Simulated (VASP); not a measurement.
ZnSe (Stilleite), 2 atoms in the cell. It takes space group F-43m (No. 216, cubic). The conventional cell has a = 5.634 Å, b = 5.634 Å, c = 5.634 Å, α = 90.00°, β = 90.00°, γ = 90.00°. Zn (site symmetry -43m) has 4 Se at 2.44 Å within 3.2 Å. Within 3.2 Å of Se (site symmetry -43m) lie 4 Zn at 2.44 Å. 

| Item | Value |
| --- | --- |
| Program | VASP 6.6.1 |
| Task | single point |
| Functional | PBEsol |
| Potentials or basis | VASP PAW PBE potentials, release 64 (Zn, Se) |
| Cutoff | 500 eV |
| k mesh | 6 × 6 × 6 |
| Occupations | gaussian, width 0.01 eV |
| Spin | no spin polarisation |
| Dipole correction | no |
| Further INCAR settings | ALGO = Normal; EDIFF = 1e-06; NBANDS = 16 |

Potentials or basis: VASP PAW PBE potentials, release 64 (Zn, Se).

The run is started by

```bash
$ cat potpaw_PBE.64/Zn/POTCAR potpaw_PBE.64/Se/POTCAR > POTCAR
$ mpirun -np 1 vasp_std > vasp.out
```

Hardware: 1 thread of Intel Xeon 8259CL, on a shared host.

Task: Estimate the wall time of this run.

Result: Wall time 25 s on 1 thread of Intel Xeon 8259CL, on a shared host, peak memory 0.17 GiB. Counts: scf iterations 12, k points 16.
